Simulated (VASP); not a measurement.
# TiO2 (I4_1/amd) in VASP: notebook

Runs on TiO2. Level: PBE. Tasks: single point.

Program: VASP 6.6.1. These are calculated values, not measurements. Logs are shortened: lines on timing, memory, paths and dates and some standing lists are left out, and cuts for length are marked.

## (1) The cell of the first run

It takes space group I4_1/amd (No. 141, tetragonal). The conventional cell has a = 3.761 Å, b = 3.761 Å, c = 9.142 Å, α = 90.00°, β = 90.00°, γ = 90.00°. Within 2.5 Å of Ti (site symmetry -4m2) lie 6 O at 1.91 to 1.96 Å. Within 2.5 Å of O (site symmetry 2mm) lie 3 Ti at 1.91 to 1.96 Å and 2 O at 2.49 Å.

## (2) Single point, PBE

The input, INCAR:

```
SYSTEM = TiO2
ALGO     = Normal         ! electronic algorithm
EDIFF    = 1E-7           ! SCF threshold, eV
ENCUT    = 520            ! plane-wave cutoff, eV
GGA      = PE             ! functional
ISIF     = 2              ! what is computed and relaxed
ISMEAR   = 0              ! smearing method
LASPH    = .True.         ! aspherical terms in the spheres
LCHARG   = .False.        ! write CHGCAR
LREAL    = .False.        ! projectors in reciprocal space
LWAVE    = .False.        ! write WAVECAR
NBANDS   = 33             ! bands
NELM     = 60             ! most SCF steps
PREC     = Accurate       ! precision mode
SIGMA    = 0.02           ! smearing width, eV
```

The input, KPOINTS:

```
k-points
0
Gamma
  10 10 10
  0 0 0
```

The input, POSCAR:

```
TiO2
1.0
   -1.8803362735      1.8803362735      4.5707691927
    1.8803362735     -1.8803362735      4.5707691927
    1.8803362735      1.8803362735     -4.5707691927
Ti O
2 4
Direct
    0.0000000000      0.0000000000      0.0000000000
    0.7500000000      0.2500000000      0.5000000000
    0.9641612661      0.4641612661      0.5000000000
    0.2141612661      0.2141612661      0.0000000000
    0.5358387339      0.0358387339      0.5000000000
    0.7858387339      0.7858387339      0.0000000000
```

Potentials or basis: VASP PAW PBE potentials, release 64 (Ti_sv, O).

Command:

```console
cat potpaw_PBE.64/Ti_sv/POTCAR potpaw_PBE.64/O/POTCAR > POTCAR
mpirun -np 1 vasp_std > vasp.out
```

OUTCAR:

```text
SYSTEM = TiO2
   EDIFF = 1E-7
   ENCUT = 520
   GGA = PE
   ISIF = 2
   ISMEAR = 0
   LASPH = .True.
   LREAL = .False.
   NELM = 60
   PREC = Accurate

 ion  position               nearest neighbor table
   1  0.000  0.000  0.000-   5 1.91   3 1.91   5 1.91   3 1.91   4 1.96   6 1.96
   2  0.750  0.250  0.500-   6 1.91   4 1.91   6 1.91   4 1.91   3 1.96   5 1.96
   3  0.964  0.464  0.500-   1 1.91   1 1.91   2 1.96
   4  0.214  0.214  0.000-   2 1.91   2 1.91   1 1.96
   5  0.536  0.036  0.500-   1 1.91   1 1.91   2 1.96
   6  0.786  0.786  0.000-   2 1.91   2 1.91   1 1.96

  LATTYP: Found a body centered tetragonal cell.
 ALAT       =     3.7606725470
 C/A-ratio  =     2.4308254099

  Lattice vectors:

 A1 = (  -1.8803362735,   1.8803362735,   4.5707691927)
 A2 = (   1.8803362735,  -1.8803362735,   4.5707691927)
 A3 = (   1.8803362735,   1.8803362735,  -4.5707691927)

Analysis of symmetry for initial positions (statically):
=====================================================================
 Subroutine PRICEL returns:
 Original cell was already a primitive cell.

 Routine SETGRP: Setting up the symmetry group for a
 body centered tetragonal supercell.

 Subroutine GETGRP returns: Found 16 space group operations
 (whereof  8 operations were pure point group operations)
 out of a pool of 16 trial point group operations.

The static configuration has the point symmetry D_2d.
 The point group associated with its full space group is D_4h.

Analysis of symmetry for dynamics (positions and initial velocities):
=====================================================================
 Subroutine PRICEL returns:
 Original cell was already a primitive cell.

 Routine SETGRP: Setting up the symmetry group for a
 body centered tetragonal supercell.

 Subroutine GETGRP returns: Found 16 space group operations
 (whereof  8 operations were pure point group operations)
 out of a pool of 16 trial point group operations.

The dynamic configuration has the point symmetry D_2d.
 The point group associated with its full space group is D_4h.

 Subroutine INISYM returns: Found 16 space group operations
 (whereof  8 operations are pure point group operations),
 and found     1 'primitive' translations

----------------------------------------------------------------------------------------

                                     Primitive cell

  volume of cell :      64.6428

  direct lattice vectors                    reciprocal lattice vectors
    -1.880336273  1.880336273  4.570769193     0.000000000  0.265909884  0.109390778
     1.880336273 -1.880336273  4.570769193     0.265909884  0.000000000  0.109390778
     1.880336273  1.880336273 -4.570769193     0.265909884  0.265909884  0.000000000

  length of vectors
     5.288029880  5.288029880  5.288029880     0.287531579  0.287531579  0.376053364

  position of ions in fractional coordinates (direct lattice)
     0.000000000  0.000000000  0.000000000
     0.750000000  0.250000000  0.500000000
     0.964161266  0.464161266  0.500000000
     0.214161266  0.214161266  0.000000000
     0.535838734  0.035838734  0.500000000
     0.785838734  0.785838734  0.000000000

  ion indices of the primitive-cell ions
   primitive index   ion index
                 1           1
                 2           2
                 3           3
                 4           4
                 5           5
                 6           6

----------------------------------------------------------------------------------------

 KPOINTS: k-points

Automatic generation of k-mesh.
 Grid dimensions read from file:
 generate k-points for:   10   10   10

 Generating k-lattice:

  Cartesian coordinates                     Fractional coordinates (reciprocal lattice)
     0.000000000  0.026590988  0.010939078     0.100000000  0.000000000  0.000000000
     0.026590988  0.000000000  0.010939078     0.000000000  0.100000000  0.000000000
     0.026590988  0.026590988  0.000000000     0.000000000  0.000000000  0.100000000

  Length of vectors
     0.028753158  0.028753158  0.037605336

  Shift w.r.t. Gamma in fractional coordinates (k-lattice)
     0.000000000  0.000000000  0.000000000

 Subroutine IBZKPT returns following result:
 ===========================================

 Found    102 irreducible k-points:

 Following reciprocal coordinates:
            Coordinates               Weight
  0.000000  0.000000  0.000000      1.000000
  0.100000  0.000000 -0.000000      8.000000
  0.200000  0.000000 -0.000000      8.000000
  0.300000  0.000000  0.000000      8.000000
  0.400000  0.000000 -0.000000      8.000000
  0.500000  0.000000  0.000000      4.000000
[... 16 lines left out ...]
  0.300000  0.300000  0.000000      8.000000
  0.400000  0.300000  0.000000     16.000000
 [... further k-points ...]
   k-points           NKPTS =    102   k-points in BZ     NKDIM =    102   number of bands    NBANDS=     33
   number of dos      NEDOS =    301   number of ions     NIONS =      6
   total plane-waves  NPLWV =  64000
   dimension x,y,z NGX =    40 NGY =   40 NGZ =   40
   dimension x,y,z NGXF=    80 NGYF=   80 NGZF=   80
   ions per type =               2   4
   NGX,Y,Z   is equivalent  to a cutoff of  12.58, 12.58, 12.58 a.u.
   NGXF,Y,Z  is equivalent  to a cutoff of  25.15, 25.15, 25.15 a.u.
 SYSTEM =  TiO2
   PREC   = accura    normal or accurate (medium, high low for compatibility)
   ISTART =      0    job   : 0-new  1-cont  2-samecut
   ICHARG =      2    charge: 1-file 2-atom 10-const
   ISPIN  =      1    spin polarized calculation?
   LNONCOLLINEAR =      F non collinear calculations
   LSORBIT =      F    spin-orbit coupling
   LASPH  =      T    aspherical Exc in radial PAW
   ENCUT  =  520.0 eV  38.22 Ry    6.18 a.u.   9.83  9.83  9.83*2*pi/ulx,y,z
   NELM   =     60;   NELMIN=  2; NELMDL= -5     # of ELM steps
   EDIFF  = 0.1E-06   stopping-criterion for ELM
   LREAL  =      F    real-space projection
   EDIFFG = 0.1E-05   stopping-criterion for IOM
   NSW    =      0    number of steps for IOM
   IBRION =     -1    ionic relax: 0-MD 1-quasi-New 2-CG
   NFREE  =      0    steps in history (QN), initial steepest desc. (CG)
   ISIF   =      2    stress and relaxation
   ISYM   =      2    0-nonsym 1-usesym 2-fastsym
   POTIM  = 0.5000    time-step for ionic-motion
   TEBEG  =    0.0;   TEEND  =   0.0 temperature during run
   PSTRESS=    0.0 pullay stress
   NELECT =      48.0000    total number of electrons
   NUPDOWN=      -1.0000    fix difference up-down
   EMIN   =  10.00;   EMAX   =-10.00  energy-range for DOS
   EFERMI =   0.00;   METHOD = LEGACY
   ISMEAR =     0;   SIGMA  =   0.02  broadening in eV -4-tet -1-fermi 0-gaus
   EFERMI_NEDOS =   21; number of points for ismear=-14 and -15
   IALGO  =     38    algorithm
   IMIX   =      4    mixing-type and parameters
     AMIX     =   0.40;   BMIX     =  1.00
     AMIX_MAG =   1.60;   BMIX_MAG =  1.00
  volume/ion in A,a.u.               =      10.77        72.71
  Fermi-wavevector in a.u.,A,eV,Ry     =   1.482456  2.801436 29.901193  2.197676
  Thomas-Fermi vector in A             =   2.596240
   LORBIT       =      0    0 simple, 1 ext, 2 COOP (PROOUT), +10 PAW based schemes
   GGA     = PE    functional components
   LHFCALC =     F    Hartree Fock is set to
   AEXX    =    0.0000 exact exchange contribution
   IVDW    =     0    specifies the selected vdW correction
   LEPSILON=     F    determine dielectric tensor
   LRPA    =     F    only Hartree local field effects (RPA)
 non-spin polarized calculation
 Gauss-broadening in eV      SIGMA  =   0.02
  energy-cutoff  :      520.00
  volume of cell :       64.64
 maximum number of plane-waves:      1752
   NGX = 19   NGY = 19   NGZ = 19

 number of electron      47.9999999 magnetization

 Free energy of the ion-electron system (eV)
  ---------------------------------------------------
  ext. energy  EPLUGINS =         0.00000000
  ---------------------------------------------------
  free energy    TOTEN  =       -53.59781973 eV

  energy without entropy =      -53.59781973  energy(sigma->0) =      -53.59781973

 E-fermi :   4.2027     XC(G=0): -11.0388

 val. band max:        3.9640391771   @ k =   0.5000   0.5000   0.0000
 cond. band min:       5.9664742895   @ k =   0.0000   0.0000   0.0000
 fundamental gap:      2.0024351124
 Fermi energy:         4.2027244452

 k-point     1 :       0.0000    0.0000    0.0000
  band No.  band energies     occupation
      1     -52.3823      2.00000
      2     -52.2992      2.00000
      3     -28.9122      2.00000
      4     -28.6389      2.00000
      5     -28.6389      2.00000
      6     -28.5430      2.00000
[... 25 lines left out ...]
     32       9.3623      0.00000
     33       9.6751      0.00000

 k-point     2 :       0.1000    0.0000   -0.0000
  band No.  band energies     occupation
      1     -52.3806      2.00000
      2     -52.3005      2.00000
      3     -28.9095      2.00000
      4     -28.6548      2.00000
      5     -28.6403      2.00000
      6     -28.5487      2.00000
[... 25 lines left out ...]
     32       9.5512      0.00000
     33       9.8214      0.00000

 k-point     3 :       0.2000    0.0000   -0.0000
  band No.  band energies     occupation
      1     -52.3757      2.00000
      2     -52.3041      2.00000
      3     -28.9028      2.00000
      4     -28.6943      2.00000
      5     -28.6436      2.00000
      6     -28.5616      2.00000
[... 25 lines left out ...]
     32       9.7261      0.00000
     33      10.3055      0.00000

 k-point     4 :       0.3000    0.0000    0.0000
  band No.  band energies     occupation
      1     -52.3688      2.00000
      2     -52.3095      2.00000
      3     -28.8953      2.00000
      4     -28.7415      2.00000
      5     -28.6472      2.00000
      6     -28.5728      2.00000
[... 25 lines left out ...]
     32       9.9252      0.00000
     33      10.6900      0.00000

 k-point     5 :       0.4000    0.0000   -0.0000
  band No.  band energies     occupation
      1     -52.3620      2.00000
      2     -52.3150      2.00000
      3     -28.8892      2.00000
      4     -28.7802      2.00000
      5     -28.6499      2.00000
      6     -28.5767      2.00000
[... 604 lines left out ...]
 k-point    22 :      -0.2000    0.2000    0.0000
  band No.  band energies     occupation
      1     -52.3726      2.00000
      2     -52.3054      2.00000
      3     -28.9121      2.00000
      4     -28.7172      2.00000
      5     -28.6627      2.00000
      6     -28.5880      2.00000
[... 25 lines left out ...]
     32      10.6242      0.00000
     33      10.7302      0.00000

 k-point    23 :       0.3000    0.3000    0.0000
  band No.  band energies     occupation
      1     -52.3518      2.00000
      2     -52.3231      2.00000
      3     -28.8685      2.00000
      4     -28.8074      2.00000
      5     -28.6885      2.00000
      6     -28.6254      2.00000
[... 25 lines left out ...]
     32      10.8273      0.00000
     33      11.5658      0.00000

 k-point    24 :       0.4000    0.3000    0.0000
  band No.  band energies     occupation
      1     -52.3467      2.00000
      2     -52.3269      2.00000
      3     -28.8748      2.00000
      4     -28.8320      2.00000
      5     -28.6896      2.00000
      6     -28.6450      2.00000
[... 25 lines left out ...]
     32      10.8421      0.00000
     33      11.7273      0.00000

 [... further k-points ...]
[... 5 lines left out ...]
  --------------------------------------------------------------------------------------
  -------------------------------------------------------------------------------------
  Total        6.3592602      6.3592602      6.3816642      0.0000000     -0.0000000      0.0000000
  in kB      157.6147451    157.6147451    158.1700298      0.0000000     -0.0000000      0.0000000
  external PRESSURE =     157.7998400 kB  Pullay stress =       0.0000000 kB

 VOLUME and BASIS-vectors are now :
 -----------------------------------------------------------------------------
  energy-cutoff  :      520.00
  volume of cell :       64.64
      direct lattice vectors                 reciprocal lattice vectors
    -1.880336273  1.880336273  4.570769193     0.000000000  0.265909884  0.109390778
     1.880336273 -1.880336273  4.570769193     0.265909884  0.000000000  0.109390778
     1.880336273  1.880336273 -4.570769193     0.265909884  0.265909884  0.000000000

 POSITION                                       TOTAL-FORCE (eV/Angst)
 -----------------------------------------------------------------------------------
      0.00000      0.00000      0.00000        -0.000000     -0.000000     -0.000000
      0.00000      1.88034      2.28538        -0.000000     -0.000000     -0.000000
     -0.00000      1.88034      4.24315        -0.000000      0.000000      0.029009
      0.00000      0.00000      1.95776         0.000000     -0.000000      0.029009
      0.00000      1.88034      0.32762        -0.000000      0.000000     -0.029009
      0.00000      0.00000      7.18377         0.000000     -0.000000     -0.029009
 -----------------------------------------------------------------------------------
    total drift:                               -0.000000      0.000000     -0.000000

  FREE ENERGIE OF THE ION-ELECTRON SYSTEM (eV)
  ---------------------------------------------------
  free  energy   TOTEN  =       -53.5978197272 eV

  energy  without entropy=      -53.5978197272  energy(sigma->0) =      -53.59781973
```

Wall time 9.6 min (1 thread of Intel Xeon 8259CL, shared host); peak memory 0.35 GiB.

What came out:

```
Free energy            : -53.5978 eV
Pressure               : 15.8 GPa
Largest force          : 0.029 eV/Å
Band gap on the k mesh : 2.00 eV, indirect (least direct gap 2.47 eV)
```

Forces in eV/Å, atoms in the order of the input:
```
Ti   0.000  0.000  0.000
Ti   0.000  0.000  0.000
O    0.000  0.000  0.029
O    0.000  0.000  0.029
O    0.000  0.000 -0.029
O    0.000  0.000 -0.029
```

A k mesh can miss the band edges. A hybrid or GW would open this gap; PBE tends to underestimate it.

## (3) Single point, PBE

This run uses another cell than the first one, of 11.17 Å³/atom, 1.036 times its volume.

The input, INCAR:

```
PREC     = Accurate       # precision mode
ENCUT    = 520            # plane-wave cutoff, eV
EDIFF    = 1E-6           # SCF threshold, eV
ISMEAR   = 0              # smearing method
SIGMA    = 0.02           # smearing width, eV
LREAL    = False          # projectors in reciprocal space
LASPH    = True           # aspherical terms in the spheres
NELM     = 80             # most SCF steps
ALGO     = Normal         # electronic algorithm
ISIF     = 2              # what is computed and relaxed
LWAVE    = False          # write WAVECAR
LCHARG   = False          # write CHGCAR
GGA      = PE             # functional
NBANDS   = 33             # bands
```

The input, KPOINTS:

```
Automatic mesh
0
Gamma
  10 10 10
```

The input, POSCAR:

```
TiO2
1.0
   -1.8866760051      1.8866760051      4.7057941776
    1.8866760051     -1.8866760051      4.7057941776
    1.8866760051      1.8866760051     -4.7057941776
Ti O
2 4
Direct
    0.0000000000      0.0000000000      0.0000000000
    0.7500000000      0.2500000000      0.5000000000
    0.9601720305      0.4601720305      0.5000000000
    0.2101720305      0.2101720305      0.0000000000
    0.5398279695      0.0398279695      0.5000000000
    0.7898279695      0.7898279695      0.0000000000
```

Potentials or basis: VASP PAW PBE potentials, release 64 (Ti_sv, O).

Command:

```console
cat potpaw_PBE.64/Ti_sv/POTCAR potpaw_PBE.64/O/POTCAR > POTCAR
mpirun -np 1 vasp_std > vasp.out
```

It took 8.4 min on 1 thread of Intel Xeon 8259CL, shared host; peak memory 0.35 GiB.

The run converged. Its results:

```yaml
Free_energy: -53.7772 eV
Pressure: 8.8 GPa
Largest_force: 0.024 eV/Å
Band_gap_on_the_k_mesh: 2.08 eV, indirect (least direct gap 2.46 eV)
```

Forces on the atoms (eV/Å):
```
Ti   0.000  0.000  0.000
Ti   0.000  0.000  0.000
O    0.000  0.000  0.024
O    0.000  0.000  0.024
O    0.000  0.000 -0.024
O    0.000  0.000 -0.024
```

Stress tensor (GPa, compression positive):
```
8.78 0.00 0.00
0.00 8.78 0.00
0.00 0.00 8.71
```

Levels at points of the mesh, in eV from the valence-band top:
| k point | band 21 | band 22 | band 23 | band 24 | band 25 | band 26 | band 27 | band 28 |
| --- | --- | --- | --- | --- | --- | --- | --- | --- |
| (0.00, 0.00, 0.00) | -0.76 | -0.76 | -0.52 | -0.52 | 2.08 | 2.86 | 3.92 | 3.92 |
| (0.50, 0.00, 0.00) | -2.01 | -1.01 | -0.87 | -0.65 | 3.25 | 3.52 | 3.59 | 3.73 |
| (0.50, 0.50, 0.00) | -2.16 | -2.16 | -0.02 | -0.02 | 3.41 | 3.41 | 3.88 | 3.88 |
| (0.50, 0.50, 0.50) | -1.31 | -1.31 | -0.16 | -0.16 | 2.45 | 2.45 | 3.78 | 3.78 |

A k mesh can miss the band edges. Expect the measured gap to be larger: semilocal functionals such as PBE lack the derivative discontinuity.

[end of part 1 of 2]
